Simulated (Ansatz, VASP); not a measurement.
**One calculation of CdSe, two programs**

```
Cd Se
1.0
     4.30214    0.00000    0.00000
    -2.15107    3.72576    0.00000
     0.00000    0.00000    7.02146
Cd Se
2 2
Cartesian
  0.0000 2.4838 0.0009
  2.1511 1.2419 3.5117
  0.0000 2.4838 2.6391
  2.1511 1.2419 6.1498
```

Alike in both runs: functional PBEsol; k mesh 9 × 9 × 6; occupations gaussian, width 0.02 eV; no spin polarisation.

Ansatz relaxed the structure, and its values are those at the end. VASP's run is a single point on that final structure, the one shown.

|  | VASP | Ansatz |
| --- | --- | --- |
| version | VASP 6.6.1 | Ansatz 0.2.0 |
| potentials or method | VASP PAW PBE potentials, release 64 (Cd, Se), cutoff 520 eV | scalar-relativistic, plane waves, PAW |
| valence electrons in the cell | 36 | 72 |

|  | VASP | Ansatz | Ansatz less VASP |
| --- | --- | --- | --- |
| gap on the k mesh at the Fermi level (eV) | 0.54 | 0.54 | -0.002 |
| least direct gap on the mesh (eV) | 0.54 | 0.54 | -0.002 |
| pressure (GPa) | 0.3 | 0.0 | -0.33 |

VASP's potentials were made for PBE, not for PBEsol, and Ansatz warns of the same on its side. With one functional, cell and mesh, what is left measures potentials, basis and numerics. VASP's potentials hold 36 valence electrons a cell and Ansatz's 72, so a difference there can come from the potentials and not from the codes.
